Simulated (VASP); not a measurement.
# TaN (R3m) in VASP: single point with PBE

Aim: the single point of TaN with PBE.

Program: VASP 6.6.1. These are calculated values, not measurements. Logs are shortened: lines on timing, memory, paths and dates and some standing lists are left out, and cuts for length are marked.

**1. The cell of the first run**

Symmetry: R3m, No. 160, trigonal system. Conventional cell: a = 3.082 Å, b = 3.082 Å, c = 7.548 Å, α = 90.00°, β = 90.00°, γ = 120.00°. Within 2.7 Å of Ta (site symmetry 3m) lie 6 N at 2.07 to 2.30 Å. Within 2.7 Å of N (site symmetry 3m) lie 6 Ta at 2.07 to 2.30 Å.

**2. Single point, PBE (atom 2 (N) moved by [0.11547, 0.11547, 0.11547] A)**

The input, INCAR:

```
SYSTEM = TaN
PREC = Accurate
ENCUT = 520
EDIFF = 1E-6
ISMEAR = -1
SIGMA = 0.02
LREAL = .False.
LASPH = .True.
NELM = 80
ALGO = Normal
ISIF = 2
LWAVE = .False.
LCHARG = .False.
GGA = PE
NBANDS = 15
```

The input, KPOINTS:

```
regular mesh
0
Gamma
  9 9 9
  0 0 0
```

The input, POSCAR:

```
TaN
1.0
    0.0000000000      2.1790000000      2.1790000000
    2.1790000000      0.0000000000      2.1790000000
    2.1790000000      2.1790000000      0.0000000000
Ta N
1 1
Direct
    0.5000000000      0.5000000000      0.5000000000
    0.0264960991      0.0264960991      0.0264960991
```

Potentials or basis: VASP PAW PBE potentials, release 64 (Ta_pv, N).

On the command line:

```console
cat potpaw_PBE.64/Ta_pv/POTCAR potpaw_PBE.64/N/POTCAR > POTCAR
mpirun -np 1 vasp_std > vasp.out
```

OUTCAR:

```text
SYSTEM = TaN
   PREC = Accurate
   ENCUT = 520
   EDIFF = 1E-6
   ISMEAR = -1
   LREAL = .False.
   LASPH = .True.
   NELM = 80
   ISIF = 2
   GGA = PE

 ion  position               nearest neighbor table
   1  0.500  0.500  0.500-   2 2.07   2 2.07   2 2.07   2 2.30   2 2.30   2 2.30
   2  0.026  0.026  0.026-   1 2.07   1 2.07   1 2.07   1 2.30   1 2.30   1 2.30

  LATTYP: Found a face centered cubic cell.
 ALAT       =     4.3580000000

  Lattice vectors:

 A1 = (   0.0000000000,   2.1790000000,   2.1790000000)
 A2 = (   2.1790000000,   0.0000000000,   2.1790000000)
 A3 = (   2.1790000000,   2.1790000000,   0.0000000000)

Analysis of symmetry for initial positions (statically):
=====================================================================
 Subroutine PRICEL returns:
 Original cell was already a primitive cell.

 Routine SETGRP: Setting up the symmetry group for a
 face centered cubic supercell.

 Subroutine GETGRP returns: Found  6 space group operations
 (whereof  6 operations were pure point group operations)
 out of a pool of 48 trial point group operations.

The static configuration has the point symmetry C_3v.

Analysis of symmetry for dynamics (positions and initial velocities):
=====================================================================
 Subroutine PRICEL returns:
 Original cell was already a primitive cell.

 Routine SETGRP: Setting up the symmetry group for a
 face centered cubic supercell.

 Subroutine GETGRP returns: Found  6 space group operations
 (whereof  6 operations were pure point group operations)
 out of a pool of 48 trial point group operations.

The dynamic configuration has the point symmetry C_3v.

 Subroutine INISYM returns: Found  6 space group operations
 (whereof  6 operations are pure point group operations),
 and found     1 'primitive' translations

----------------------------------------------------------------------------------------

                                     Primitive cell

  volume of cell :      20.6920

  direct lattice vectors                    reciprocal lattice vectors
     0.000000000  2.179000000  2.179000000    -0.229463056  0.229463056  0.229463056
     2.179000000  0.000000000  2.179000000     0.229463056 -0.229463056  0.229463056
     2.179000000  2.179000000  0.000000000     0.229463056  0.229463056 -0.229463056

  length of vectors
     3.081571352  3.081571352  3.081571352     0.397441672  0.397441672  0.397441672

  position of ions in fractional coordinates (direct lattice)
     0.500000000  0.500000000  0.500000000
     0.026496099  0.026496099  0.026496099

  ion indices of the primitive-cell ions
   primitive index   ion index
                 1           1
                 2           2

----------------------------------------------------------------------------------------

 KPOINTS: regular mesh

Automatic generation of k-mesh.
 Grid dimensions read from file:
 generate k-points for:    9    9    9

 Generating k-lattice:

  Cartesian coordinates                     Fractional coordinates (reciprocal lattice)
    -0.025495895  0.025495895  0.025495895     0.111111111  0.000000000  0.000000000
     0.025495895 -0.025495895  0.025495895     0.000000000  0.111111111  0.000000000
     0.025495895  0.025495895 -0.025495895     0.000000000  0.000000000  0.111111111

  Length of vectors
     0.044160186  0.044160186  0.044160186

  Shift w.r.t. Gamma in fractional coordinates (k-lattice)
     0.000000000  0.000000000  0.000000000

 Subroutine IBZKPT returns following result:
 ===========================================

 Found     85 irreducible k-points:

 Following reciprocal coordinates:
            Coordinates               Weight
  0.000000  0.000000  0.000000      1.000000
  0.111111  0.000000  0.000000      6.000000
  0.111111  0.111111  0.111111      2.000000
  0.222222  0.000000  0.000000      6.000000
  0.222222  0.222222  0.222222      2.000000
  0.333333  0.000000  0.000000      6.000000
[... 16 lines left out ...]
 -0.333333  0.111111  0.000000     12.000000
  0.111111  0.111111  0.444444      6.000000
 [... further k-points ...]
   k-points           NKPTS =     85   k-points in BZ     NKDIM =     85   number of bands    NBANDS=     15
   number of dos      NEDOS =    301   number of ions     NIONS =      2
   total plane-waves  NPLWV =  13824
   dimension x,y,z NGX =    24 NGY =   24 NGZ =   24
   dimension x,y,z NGXF=    48 NGYF=   48 NGZF=   48
   ions per type =               1   1
   NGX,Y,Z   is equivalent  to a cutoff of  12.95, 12.95, 12.95 a.u.
   NGXF,Y,Z  is equivalent  to a cutoff of  25.90, 25.90, 25.90 a.u.
 SYSTEM =  TaN
   PREC   = accura    normal or accurate (medium, high low for compatibility)
   ISTART =      0    job   : 0-new  1-cont  2-samecut
   ICHARG =      2    charge: 1-file 2-atom 10-const
   ISPIN  =      1    spin polarized calculation?
   LNONCOLLINEAR =      F non collinear calculations
   LSORBIT =      F    spin-orbit coupling
   LASPH  =      T    aspherical Exc in radial PAW
   ENCUT  =  520.0 eV  38.22 Ry    6.18 a.u.   5.73  5.73  5.73*2*pi/ulx,y,z
   NELM   =     80;   NELMIN=  2; NELMDL= -5     # of ELM steps
   EDIFF  = 0.1E-05   stopping-criterion for ELM
   LREAL  =      F    real-space projection
   EDIFFG = 0.1E-04   stopping-criterion for IOM
   NSW    =      0    number of steps for IOM
   IBRION =     -1    ionic relax: 0-MD 1-quasi-New 2-CG
   NFREE  =      0    steps in history (QN), initial steepest desc. (CG)
   ISIF   =      2    stress and relaxation
   ISYM   =      2    0-nonsym 1-usesym 2-fastsym
   POTIM  = 0.5000    time-step for ionic-motion
   TEBEG  =    0.0;   TEEND  =   0.0 temperature during run
   PSTRESS=    0.0 pullay stress
   NELECT =      16.0000    total number of electrons
   NUPDOWN=      -1.0000    fix difference up-down
   EMIN   =  10.00;   EMAX   =-10.00  energy-range for DOS
   EFERMI =   0.00;   METHOD = LEGACY
   ISMEAR =    -1;   SIGMA  =   0.02  broadening in eV -4-tet -1-fermi 0-gaus
   EFERMI_NEDOS =   21; number of points for ismear=-14 and -15
   IALGO  =     38    algorithm
   IMIX   =      4    mixing-type and parameters
     AMIX     =   0.40;   BMIX     =  1.00
     AMIX_MAG =   1.60;   BMIX_MAG =  1.00
  volume/ion in A,a.u.               =      10.35        69.82
  Fermi-wavevector in a.u.,A,eV,Ry     =   1.502615  2.839530 30.719922  2.257851
  Thomas-Fermi vector in A             =   2.613832
   LORBIT       =      0    0 simple, 1 ext, 2 COOP (PROOUT), +10 PAW based schemes
   GGA     = PE    functional components
   LHFCALC =     F    Hartree Fock is set to
   AEXX    =    0.0000 exact exchange contribution
   IVDW    =     0    specifies the selected vdW correction
   LEPSILON=     F    determine dielectric tensor
   LRPA    =     F    only Hartree local field effects (RPA)
 non-spin polarized calculation
  energy-cutoff  :      520.00
  volume of cell :       20.69
 maximum number of plane-waves:       568
   NGX = 11   NGY = 11   NGZ = 11

 number of electron      16.0000001 magnetization

 Free energy of the ion-electron system (eV)
  ---------------------------------------------------
  ext. energy  EPLUGINS =         0.00000000
  ---------------------------------------------------
  free energy    TOTEN  =       -21.58586080 eV

  energy without entropy =      -21.58395947  energy(sigma->0) =      -21.58491014

 E-fermi :   9.6560     XC(G=0): -13.5704

 val. band max:        9.6407953348   @ k =  -0.3333   0.1111   0.0000
 cond. band min:       9.6653075946   @ k =   0.1111   0.1111   0.2222
 fundamental gap:      0.0245122598
 Fermi energy:         9.6560372210

 k-point     1 :       0.0000    0.0000    0.0000
  band No.  band energies     occupation
      1     -25.8220      2.00000
      2     -25.8158      2.00000
      3     -25.8158      2.00000
      4      -9.2335      2.00000
      5       5.0125      2.00000
      6       5.2135      2.00000
      7       5.2135      2.00000
      8       7.9564      2.00000
      9       7.9564      2.00000
     10       8.9038      2.00000
     11      10.6086      0.00000
     12      10.6086      0.00000
     13      11.4981      0.00000
     14      19.1581      0.00000
     15      22.3666      0.00000

 k-point     2 :       0.1111    0.0000    0.0000
  band No.  band energies     occupation
      1     -25.9407      2.00000
      2     -25.8302      2.00000
      3     -25.8271      2.00000
      4      -8.9223      2.00000
      5       3.8250      2.00000
      6       4.6580      2.00000
      7       5.1831      2.00000
      8       7.8943      2.00000
      9       8.1242      2.00000
     10       8.7369      2.00000
     11      11.6669      0.00000
     12      11.8096      0.00000
     13      12.4255      0.00000
     14      20.0878      0.00000
     15      22.3662      0.00000

 k-point     3 :       0.1111    0.1111    0.1111
  band No.  band energies     occupation
      1     -25.9407      2.00000
      2     -25.8265      2.00000
      3     -25.8265      2.00000
      4      -8.9319      2.00000
      5       4.1412      2.00000
      6       4.5766      2.00000
      7       4.5766      2.00000
      8       8.2717      2.00000
      9       8.2717      2.00000
     10       8.8602      2.00000
     11      11.6037      0.00000
     12      11.6037      0.00000
     13      12.4293      0.00000
     14      20.1082      0.00000
     15      22.3662      0.00000
[... 343 lines left out ...]
 k-point    23 :      -0.3333    0.1111    0.0000
  band No.  band energies     occupation
      1     -26.6136      2.00000
      2     -25.9941      2.00000
      3     -25.8933      2.00000
      4      -6.7616      2.00000
      5       0.2355      2.00000
      6       2.4148      2.00000
      7       2.9002      2.00000
      8       9.6408      1.36362
      9      10.6910      0.00000
     10      11.7322      0.00000
     11      14.2172      0.00000
     12      15.6650      0.00000
     13      17.8561      0.00000
     14      21.8556      0.00000
     15      22.4028      0.00000

 k-point    24 :       0.1111    0.1111    0.4444
  band No.  band energies     occupation
      1     -26.6098      2.00000
      2     -25.9936      2.00000
      3     -25.8921      2.00000
      4      -6.7681      2.00000
      5       0.1521      2.00000
      6       2.3383      2.00000
      7       3.0288      2.00000
      8       9.5552      1.98714
      9      10.3572      0.00000
     10      12.1658      0.00000
     11      14.5042      0.00000
     12      16.1575      0.00000
     13      17.3067      0.00000
     14      21.4460      0.00000
     15      22.3870      0.00000

 [... further k-points ...]
[... 5 lines left out ...]
  --------------------------------------------------------------------------------------
  -------------------------------------------------------------------------------------
  Total        2.9375579      2.9375579      2.9375579     -0.2775238     -0.2775238     -0.2775238
  in kB      227.4549145    227.4549145    227.4549145    -21.4886493    -21.4886493    -21.4886493
  external PRESSURE =     227.4549145 kB  Pullay stress =       0.0000000 kB

 VOLUME and BASIS-vectors are now :
 -----------------------------------------------------------------------------
  energy-cutoff  :      520.00
  volume of cell :       20.69
      direct lattice vectors                 reciprocal lattice vectors
     0.000000000  2.179000000  2.179000000    -0.229463056  0.229463056  0.229463056
     2.179000000  0.000000000  2.179000000     0.229463056 -0.229463056  0.229463056
     2.179000000  2.179000000  0.000000000     0.229463056  0.229463056 -0.229463056

 POSITION                                       TOTAL-FORCE (eV/Angst)
 -----------------------------------------------------------------------------------
      2.17900      2.17900      2.17900         1.131393      1.131393      1.131393
      0.11547      0.11547      0.11547        -1.131393     -1.131393     -1.131393
 -----------------------------------------------------------------------------------
    total drift:                               -0.000036     -0.000036     -0.000036

  FREE ENERGIE OF THE ION-ELECTRON SYSTEM (eV)
  ---------------------------------------------------
  free  energy   TOTEN  =       -21.5858608021 eV

  energy  without entropy=      -21.5839594717  energy(sigma->0) =      -21.58491014
```

Wall time 14 s (1 thread of Intel Xeon Platinum 8488C (Sapphire Rapids), shared host); peak memory 0.16 GiB.

Results:

| Item | Value |
| --- | --- |
| Free energy | -21.5859 eV |
| Pressure | 22.7 GPa |
| Largest force | 1.960 eV/Å |
| Band gap on the k mesh | zero (band 8 reaches 11.47 eV, above the bottom of band 9 at 7.96 eV) |

Forces in eV/Å, atoms in the order of the input:
```
Ta   1.131  1.131  1.131
N   -1.131 -1.131 -1.131
```

Stress tensor (GPa, compression positive):
```
22.75 -2.15 -2.15
-2.15 22.75 -2.15
-2.15 -2.15 22.75
```

Caveat: the cell differs from its parent crystal (atom 2 (N) moved by [0.11547, 0.11547, 0.11547] A); spin-orbit coupling is left out, which moves the levels of the heavy elements; forces of over 1 eV/Å act on the atoms, so gaps and moduli don't describe the material at rest.
